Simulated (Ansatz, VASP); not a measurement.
Cd3Se2S: VASP beside Ansatz

```
CELL_PARAMETERS angstrom
4.31558 0.00000 0.00000
-2.15779 3.73740 0.00000
0.00000 0.00000 10.58610
ATOMIC_POSITIONS crystal
Cd 0.00000 0.00000 0.99971
Cd 0.66667 0.33333 0.34216
Cd 0.33333 0.66667 0.65758
Se 0.66667 0.33333 0.08867
Se 0.00000 0.00000 0.74682
S 0.33333 0.66667 0.41505
```

Alike in both runs: functional PBE; k mesh 12 × 12 × 4; occupations gaussian, width 0.02 eV; no spin polarisation.

Ansatz relaxed the structure, and its values are those at the end. VASP's run is a single point on that final structure, the one shown.

|  | VASP | Ansatz |
| --- | --- | --- |
| version | VASP 6.6.1 | Ansatz 0.2.0 |
| potentials or method | VASP PAW PBE potentials, release 64 (Cd, Se, S), cutoff 520 eV | scalar-relativistic, plane waves, PAW |
| valence electrons in the cell | 54 | 98 |

VASP gave:

- gap on the k mesh at the Fermi level (eV): 0.56
- least direct gap on the mesh (eV): 0.56
- pressure (GPa): 0.3

Problem. What did Ansatz give for the same quantities?

Solution. gap on the k mesh at the Fermi level (eV): 0.56; least direct gap on the mesh (eV): 0.56; pressure (GPa): 0.0.

VASP's potentials hold 54 valence electrons a cell and Ansatz's 98, so a difference there can come from the potentials and not from the codes.
